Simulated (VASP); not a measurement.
# SrBeCl4 (P4/mmm) in VASP: single point with PBE

Aim: the single point of SrBeCl4 with PBE.

Program: VASP 6.6.1. These are calculated values, not measurements. Logs are shortened: lines on timing, memory, paths and dates and some standing lists are left out, and cuts for length are marked.

## (1) The cell of the first run

It takes space group P4/mmm (No. 123, tetragonal). Conventional cell: a = 4.161 Å, b = 4.161 Å, c = 9.127 Å, α = 90.00°, β = 90.00°, γ = 90.00°. Within 4.4 Å of Sr (site symmetry 4/mmm) lie 8 Cl at 3.32 Å and 4 Sr at 4.16 Å. Be (site symmetry 4/mmm) has 4 Cl at 2.08 Å within 2.8 Å. Within 4.0 Å of Cl (site symmetry 4mm) lie 1 Be at 3.03 Å and 5 Cl at 3.06 to 3.68 Å and 4 Sr at 3.32 Å. Within 2.8 Å of Cl (site symmetry mmm) lie 2 Be at 2.08 Å.

## (2) Single point, PBE

The input, POSCAR:

```
SrBeCl4
1.0
    4.1613844298      0.0000000000      0.0000000000
    0.0000000000      4.1613844298      0.0000000000
    0.0000000000      0.0000000000      9.1267030801
Sr Be Cl
1 1 4
Direct
    0.5000000000      0.5000000000      0.5000000000
    0.0000000000      0.0000000000      0.0000000000
    0.0000000000      0.0000000000      0.6676969970
    0.5000000000      0.0000000000      0.0000000000
    0.0000000000      0.5000000000      0.0000000000
    0.0000000000      0.0000000000      0.3323030030
```

The input, INCAR.step1:

```
PREC     = Accurate       # precision mode
ENCUT    = 520            # plane-wave cutoff, eV
EDIFF    = 1E-6           # SCF threshold, eV
ISMEAR   = 0              # smearing method
SIGMA    = 0.02           # smearing width, eV
LREAL    = False          # projectors in reciprocal space
LASPH    = True           # aspherical terms in the spheres
NELM     = 100            # most SCF steps
ALGO     = Normal         # electronic algorithm
ISIF     = 2              # what is computed and relaxed
LWAVE    = False          # write WAVECAR
LCHARG   = True           # write CHGCAR
GGA      = PE             # functional
NBANDS   = 29             # bands
```

The input, KPOINTS.step1:

```
Automatic mesh
0
Gamma
  8 8 4
```

The input, INCAR.step2:

```
PREC     = Accurate       # precision mode
ENCUT    = 520            # plane-wave cutoff, eV
EDIFF    = 1E-6           # SCF threshold, eV
ISMEAR   = -5             # smearing method
SIGMA    = 0.02           # smearing width, eV
LREAL    = False          # projectors in reciprocal space
LASPH    = True           # aspherical terms in the spheres
NELM     = 100            # most SCF steps
ALGO     = Normal         # electronic algorithm
ISIF     = 2              # what is computed and relaxed
LWAVE    = False          # write WAVECAR
LCHARG   = False          # write CHGCAR
GGA      = PE             # functional
LORBIT   = 10             # projections on sites
NBANDS   = 29             # bands
NEDOS    = 1001           # points of the DOS
ICHARG   = 11             # starting density
```

The input, KPOINTS.step2:

```
Automatic mesh
0
Gamma
  12 12 6
```

Potentials or basis: VASP PAW PBE potentials, release 64 (Sr_sv, Be, Cl).

On the command line:

```bash
> cat potpaw_PBE.64/Sr_sv/POTCAR potpaw_PBE.64/Be/POTCAR potpaw_PBE.64/Cl/POTCAR > POTCAR
> cp INCAR.step1 INCAR
> cp KPOINTS.step1 KPOINTS
> mpirun -np 1 vasp_std > vasp.out
> cp INCAR.step2 INCAR
> cp KPOINTS.step2 KPOINTS
> mpirun -np 1 vasp_std > vasp.out
```

OUTCAR:

```text
PREC = Accurate
   ENCUT = 520
   EDIFF = 1E-6
   ISMEAR = -5
   LREAL = False
   LASPH = True
   NELM = 100
   ISIF = 2
   GGA = PE
   LORBIT = 10
   ICHARG = 11

 ion  position               nearest neighbor table
   1  0.500  0.500  0.500-   3 3.32   6 3.32   3 3.32   6 3.32   3 3.32   6 3.32   3 3.32   6 3.32

   2  0.000  0.000  0.000-   4 2.08   5 2.08   5 2.08   4 2.08
   3  0.000  0.000  0.668-   1 3.32   1 3.32   1 3.32   1 3.32
   4  0.500  0.000  0.000-   2 2.08   2 2.08
   5  0.000  0.500  0.000-   2 2.08   2 2.08
   6  0.000  0.000  0.332-   1 3.32   1 3.32   1 3.32   1 3.32

  LATTYP: Found a simple tetragonal cell.
 ALAT       =     4.1613844298
 C/A-ratio  =     2.1931891259

  Lattice vectors:

 A1 = (   4.1613844298,   0.0000000000,   0.0000000000)
 A2 = (   0.0000000000,   4.1613844298,   0.0000000000)
 A3 = (   0.0000000000,   0.0000000000,   9.1267030801)

Analysis of symmetry for initial positions (statically):
=====================================================================
 Subroutine PRICEL returns:
 Original cell was already a primitive cell.

 Routine SETGRP: Setting up the symmetry group for a
 simple tetragonal supercell.

 Subroutine GETGRP returns: Found 16 space group operations
 (whereof 16 operations were pure point group operations)
 out of a pool of 16 trial point group operations.

The static configuration has the point symmetry D_4h.

Analysis of symmetry for dynamics (positions and initial velocities):
=====================================================================
 Subroutine PRICEL returns:
 Original cell was already a primitive cell.

 Routine SETGRP: Setting up the symmetry group for a
 simple tetragonal supercell.

 Subroutine GETGRP returns: Found 16 space group operations
 (whereof 16 operations were pure point group operations)
 out of a pool of 16 trial point group operations.

The dynamic configuration has the point symmetry D_4h.

 Subroutine INISYM returns: Found 16 space group operations
 (whereof 16 operations are pure point group operations),
 and found     1 'primitive' translations

----------------------------------------------------------------------------------------

                                     Primitive cell

  volume of cell :     158.0482

  direct lattice vectors                    reciprocal lattice vectors
     4.161384430  0.000000000  0.000000000     0.240304643  0.000000000  0.000000000
     0.000000000  4.161384430  0.000000000     0.000000000  0.240304643  0.000000000
     0.000000000  0.000000000  9.126703080     0.000000000  0.000000000  0.109568591

  length of vectors
     4.161384430  4.161384430  9.126703080     0.240304643  0.240304643  0.109568591

  position of ions in fractional coordinates (direct lattice)
     0.500000000  0.500000000  0.500000000
     0.000000000  0.000000000  0.000000000
     0.000000000  0.000000000  0.667696997
     0.500000000  0.000000000  0.000000000
     0.000000000  0.500000000  0.000000000
     0.000000000  0.000000000  0.332303003

  ion indices of the primitive-cell ions
   primitive index   ion index
                 1           1
                 2           2
                 3           3
                 4           4
                 5           5
                 6           6

----------------------------------------------------------------------------------------

 KPOINTS: Automatic mesh

Automatic generation of k-mesh.
 Grid dimensions read from file:
 generate k-points for:   12   12    6

 Generating k-lattice:

  Cartesian coordinates                     Fractional coordinates (reciprocal lattice)
     0.020025387  0.000000000  0.000000000     0.083333333  0.000000000  0.000000000
     0.000000000  0.020025387  0.000000000     0.000000000  0.083333333  0.000000000
     0.000000000  0.000000000  0.018261432     0.000000000  0.000000000  0.166666667

  Length of vectors
     0.020025387  0.020025387  0.018261432

  Shift w.r.t. Gamma in fractional coordinates (k-lattice)
     0.000000000  0.000000000  0.000000000

 TETIRR: Found   1296 inequivalent tetrahedra from     5184

 Subroutine IBZKPT returns following result:
 ===========================================

 Found    112 irreducible k-points:

 Following reciprocal coordinates:
            Coordinates               Weight
  0.000000  0.000000  0.000000      1.000000
  0.083333  0.000000  0.000000      4.000000
  0.166667  0.000000  0.000000      4.000000
  0.250000  0.000000  0.000000      4.000000
  0.333333  0.000000  0.000000      4.000000
  0.416667  0.000000  0.000000      4.000000
[... 16 lines left out ...]
  0.333333  0.333333  0.000000      4.000000
  0.416667  0.333333  0.000000      8.000000
 [... further k-points ...]
   k-points           NKPTS =    112   k-points in BZ     NKDIM =    112   number of bands    NBANDS=     29
   number of dos      NEDOS =   1001   number of ions     NIONS =      6
   total plane-waves  NPLWV =  71680
   dimension x,y,z NGX =    32 NGY =   32 NGZ =   70
   dimension x,y,z NGXF=    64 NGYF=   64 NGZF=  140
   ions per type =               1   1   4
   NGX,Y,Z   is equivalent  to a cutoff of  12.78, 12.78, 12.75 a.u.
   NGXF,Y,Z  is equivalent  to a cutoff of  25.57, 25.57, 25.50 a.u.
 SYSTEM =  unknown system
   PREC   = accura    normal or accurate (medium, high low for compatibility)
   ISTART =      0    job   : 0-new  1-cont  2-samecut
   ICHARG =     11    charge: 1-file 2-atom 10-const
   ISPIN  =      1    spin polarized calculation?
   LNONCOLLINEAR =      F non collinear calculations
   LSORBIT =      F    spin-orbit coupling
   LASPH  =      T    aspherical Exc in radial PAW
   ENCUT  =  520.0 eV  38.22 Ry    6.18 a.u.   7.74  7.74 16.97*2*pi/ulx,y,z
   NELM   =    100;   NELMIN=  2; NELMDL=  0     # of ELM steps
   EDIFF  = 0.1E-05   stopping-criterion for ELM
   LREAL  =      F    real-space projection
[... 7 lines left out ...]
   TEBEG  =    0.0;   TEEND  =   0.0 temperature during run
   PSTRESS=    0.0 pullay stress
   NELECT =      40.0000    total number of electrons
   NUPDOWN=      -1.0000    fix difference up-down
   EMIN   =  10.00;   EMAX   =-10.00  energy-range for DOS
   EFERMI =   0.00;   METHOD = LEGACY
   ISMEAR =    -5;   SIGMA  =   0.02  broadening in eV -4-tet -1-fermi 0-gaus
   EFERMI_NEDOS =   21; number of points for ismear=-14 and -15
   IALGO  =     38    algorithm
   IMIX   =      4    mixing-type and parameters
     AMIX     =   0.40;   BMIX     =  1.00
     AMIX_MAG =   1.60;   BMIX_MAG =  1.00
  volume/ion in A,a.u.               =      26.34       177.76
  Fermi-wavevector in a.u.,A,eV,Ry     =   1.035535  1.956878 14.589985  1.072334
  Thomas-Fermi vector in A             =   2.169883
   LORBIT       =     10    0 simple, 1 ext, 2 COOP (PROOUT), +10 PAW based schemes
   GGA     = PE    functional components
   LHFCALC =     F    Hartree Fock is set to
   AEXX    =    0.0000 exact exchange contribution
   IVDW    =     0    specifies the selected vdW correction
   LEPSILON=     F    determine dielectric tensor
   LRPA    =     F    only Hartree local field effects (RPA)
 non-spin polarized calculation
 Fermi weights with tetrahedron method with Bloechl corrections
  energy-cutoff  :      520.00
  volume of cell :      158.05
 maximum number of plane-waves:      4276
 NGX is ok and might be reduce to    32

 number of electron      39.9999997 magnetization

 Free energy of the ion-electron system (eV)
  ---------------------------------------------------
  ext. energy  EPLUGINS =         0.00000000
  ---------------------------------------------------
  free energy    TOTEN  =       -21.24069570 eV

  energy without entropy =      -21.24069570  energy(sigma->0) =      -21.24069570

 E-fermi :   2.4889     XC(G=0):  -8.0226

 val. band max:        2.4599645811   @ k =   0.5000   0.5000   0.1667
 cond. band min:       3.3817784397   @ k =   0.0000   0.0000   0.0000
 fundamental gap:      0.9218138587
 Fermi energy:         2.4889345092

 k-point     1 :       0.0000    0.0000    0.0000
  band No.  band energies     occupation
      1     -34.8368      2.00000
      2     -16.7798      2.00000
      3     -16.6975      2.00000
      4     -16.6975      2.00000
      5     -13.8461      2.00000
      6     -13.2629      2.00000
[... 21 lines left out ...]
     28       6.7414      0.00000
     29       8.9092      0.00000

 k-point     2 :       0.0833    0.0000    0.0000
  band No.  band energies     occupation
      1     -34.8363      2.00000
      2     -16.7776      2.00000
      3     -16.7096      2.00000
      4     -16.6965      2.00000
      5     -13.8179      2.00000
      6     -13.2502      2.00000
[... 21 lines left out ...]
     28       7.2270      0.00000
     29       8.6613      0.00000

 k-point     3 :       0.1667    0.0000    0.0000
  band No.  band energies     occupation
      1     -34.8352      2.00000
      2     -16.7715      2.00000
      3     -16.7422      2.00000
      4     -16.6939      2.00000
      5     -13.7346      2.00000
      6     -13.2154      2.00000
[... 21 lines left out ...]
     28       7.6994      0.00000
     29       8.2572      0.00000

 k-point     4 :       0.2500    0.0000    0.0000
  band No.  band energies     occupation
      1     -34.8336      2.00000
      2     -16.7858      2.00000
      3     -16.7631      2.00000
      4     -16.6902      2.00000
      5     -13.6007      2.00000
      6     -13.1663      2.00000
[... 21 lines left out ...]
     28       7.6816      0.00000
     29       8.3747      0.00000

 k-point     5 :       0.3333    0.0000    0.0000
  band No.  band energies     occupation
      1     -34.8320      2.00000
      2     -16.8285      2.00000
      3     -16.7547      2.00000
      4     -16.6865      2.00000
      5     -13.4271      2.00000
      6     -13.1100      2.00000
[... 21 lines left out ...]
     28       7.4255      0.00000
     29       8.7456      0.00000
[... 510 lines left out ...]
     28       7.4632      0.00000
     29       8.1955      0.00000

 k-point    22 :       0.5000    0.2500    0.0000
  band No.  band energies     occupation
      1     -34.8273      2.00000
      2     -16.8396      2.00000
      3     -16.7461      2.00000
      4     -16.7388      2.00000
      5     -13.1819      2.00000
      6     -12.8276      2.00000
[... 21 lines left out ...]
     28       7.6478      0.00000
     29       8.2439      0.00000

 k-point    23 :       0.3333    0.3333    0.0000
  band No.  band energies     occupation
      1     -34.8274      2.00000
      2     -16.7997      2.00000
      3     -16.7807      2.00000
      4     -16.7400      2.00000
      5     -13.2275      2.00000
      6     -13.0243      2.00000
[... 21 lines left out ...]
     28       7.0899      0.00000
     29       7.8915      0.00000

 k-point    24 :       0.4167    0.3333    0.0000
  band No.  band energies     occupation
      1     -34.8262      2.00000
      2     -16.8158      2.00000
      3     -16.7799      2.00000
      4     -16.7364      2.00000
      5     -13.1921      2.00000
      6     -12.9269      2.00000
[... 21 lines left out ...]
     28       7.4982      0.00000
     29       7.8238      0.00000

 [... further k-points ...]
[... 5 lines left out ...]
  --------------------------------------------------------------------------------------
  -------------------------------------------------------------------------------------
  Total       -0.0466287     -0.0466287     -0.0246344      0.0000000      0.0000000      0.0000000
  in kB       -0.4726879     -0.4726879     -0.2497251      0.0000000      0.0000000      0.0000000
  external PRESSURE =      -0.3983670 kB  Pullay stress =       0.0000000 kB

 VOLUME and BASIS-vectors are now :
 -----------------------------------------------------------------------------
  energy-cutoff  :      520.00
  volume of cell :      158.05
      direct lattice vectors                 reciprocal lattice vectors
     4.161384430  0.000000000  0.000000000     0.240304643  0.000000000  0.000000000
     0.000000000  4.161384430  0.000000000     0.000000000  0.240304643  0.000000000
     0.000000000  0.000000000  9.126703080     0.000000000  0.000000000  0.109568591

 POSITION                                       TOTAL-FORCE (eV/Angst)
 -----------------------------------------------------------------------------------
      2.08069      2.08069      4.56335        -0.000000      0.000000      0.000000
      0.00000      0.00000      0.00000        -0.000000      0.000000      0.000000
      0.00000      0.00000      6.09387        -0.000000      0.000000      0.005765
      2.08069      0.00000      0.00000        -0.000000      0.000000      0.000000
      0.00000      2.08069      0.00000        -0.000000      0.000000      0.000000
      0.00000      0.00000      3.03283         0.000000     -0.000000     -0.005765
 -----------------------------------------------------------------------------------
    total drift:                                0.000000      0.000000      0.000000

  FREE ENERGIE OF THE ION-ELECTRON SYSTEM (eV)
  ---------------------------------------------------
  free  energy   TOTEN  =       -21.2406957014 eV

  energy  without entropy=      -21.2406957014  energy(sigma->0) =      -21.24069570

 total charge

# of ion       s       p       d       tot
------------------------------------------
    1        1.988   5.750   0.098   7.837
    2        0.311   0.481   0.000   0.792
    3        1.596   3.520   0.000   5.116
    4        1.594   3.619   0.000   5.213
    5        1.594   3.619   0.000   5.213
    6        1.596   3.520   0.000   5.116
--------------------------------------------------
tot          8.680  20.508   0.098  29.286
```

Wall time 3.3 min (1 thread of AMD EPYC 9R45 (Zen 5), shared host); peak memory 0.54 GiB.

Results:

- Valence electrons inside the program's atomic spheres: Sr 7.84; Be 0.79; Cl 5.12, 5.21 (each value once)
